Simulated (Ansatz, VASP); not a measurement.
One calculation of MnS3, two programs

```
Mn S
1.0
     9.89385    0.00000    0.00000
    -4.94692    8.56832    0.00000
     0.00000    0.00000    2.65711
Mn S
2 6
Direct
  0.33333 0.66667 0.25000
  0.66667 0.33333 0.75000
  0.77011 0.54023 0.25000
  0.22989 0.77011 0.75000
  0.45977 0.22989 0.25000
  0.22989 0.45977 0.75000
  0.77011 0.22989 0.25000
  0.54023 0.77011 0.75000
```

Alike in both runs: functional PBE; k mesh 3 × 3 × 4; occupations gaussian, width 0.1 eV; collinear spin.

Ansatz relaxed the structure, and its values are those at the end. VASP's run is a single point on that final structure, the one shown.

|  | VASP | Ansatz |
| --- | --- | --- |
| version | VASP 6.6.1 | Ansatz 0.2.0 |
| potentials or method | VASP PAW PBE potentials, release 64 (Mn_pv, S), cutoff 520 eV | scalar-relativistic, plane waves, PAW |
| valence electrons in the cell | 62 | 66 |

Ansatz gave:

| Property | Result |
| --- | --- |
| gap on the k mesh at the Fermi level (eV) | none |
| pressure (GPa) | 0.2 |
| rms of the force components (eV/Å) | 0.018 |
| net moment per atom (μB) | 0.12 |
| size of the moment on the site where the two differ most (μB) | 0.40 |

Question: Estimate VASP's values.

Answer: gap on the k mesh at the Fermi level (eV): none; pressure (GPa): 0.0; rms of the force components (eV/Å): 0.006; net moment per atom (μB): 0.13; size of the moment on the site where the two differ most (μB): 0.42.

Site moments also hang on the region over which each program counts them. A gap of «none» marks a metal or a gap that the smearing closes. VASP's potentials hold 62 valence electrons a cell and Ansatz's 66, so a difference there can come from the potentials and not from the codes. Ansatz's warnings: cell relax basis refresh.

The k mesh is coarse, so the values compare programs but aren't converged.
